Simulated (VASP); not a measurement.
Here is a VASP 6.6.1 calculation.

POSCAR

```
ZnS
1.0
    3.6923230418      0.0000000000      0.0000000000
   -1.8461615209      3.1976455532      0.0000000000
    0.0000000000      0.0000000000      6.3589431756
Zn S
2 2
Direct
    0.3333333333      0.6666666667      0.0050929333
    0.6666666667      0.3333333333      0.5050929333
    0.3333333333      0.6666666667      0.3699070667
    0.6666666667      0.3333333333      0.8699070667
```

INCAR.step1

```
  PREC = Accurate
  ENCUT = 520
  ISMEAR = 0
  SIGMA = 0.02
  LREAL = F
  LASPH = T
  NELM = 80
  NBANDS = 26
  GGA = PE
  ALGO = Normal
  EDIFF = 1E-4
  LWAVE = T
  LCHARG = F
```

The input INCAR.step2:

```
  PREC = Accurate
  ENCUT = 520
  EDIFF = 1E-6
  ISMEAR = 0
  SIGMA = 0.02
  LREAL = F
  LASPH = T
  NELM = 80
  ALGO = Normal
  ISIF = 2
  LWAVE = F
  LCHARG = F
  METAGGA = R2SCAN
  LMIXTAU = T
  NBANDS = 26
  ISTART = 1
```

File KPOINTS:

```
Automatic mesh
0
Gamma
  6 6 4
```

Potentials or basis: VASP PAW PBE potentials, release 64 (Zn, S).

Run with:

```bash
$ cat potpaw_PBE.64/Zn/POTCAR potpaw_PBE.64/S/POTCAR > POTCAR
$ cp INCAR.step1 INCAR
$ mpirun -np 1 vasp_std > vasp.out
$ cp INCAR.step2 INCAR
$ mpirun -np 1 vasp_std > vasp.out
```

(1) Predict the band gap on the k mesh.

(2) What does it give for the largest force?

(3) Predict the pressure.

## Answers

(1) 2.76 eV.

(2) 0.008 eV/Å.

(3) 3.5 GPa.

Caveat: the cell differs from its parent crystal (biaxial strain in the a-b plane: -3.0 %, then relaxed in part); the cell stands under pressure; the PAW data sets were made with another functional, which shifts forces and pressure a little.
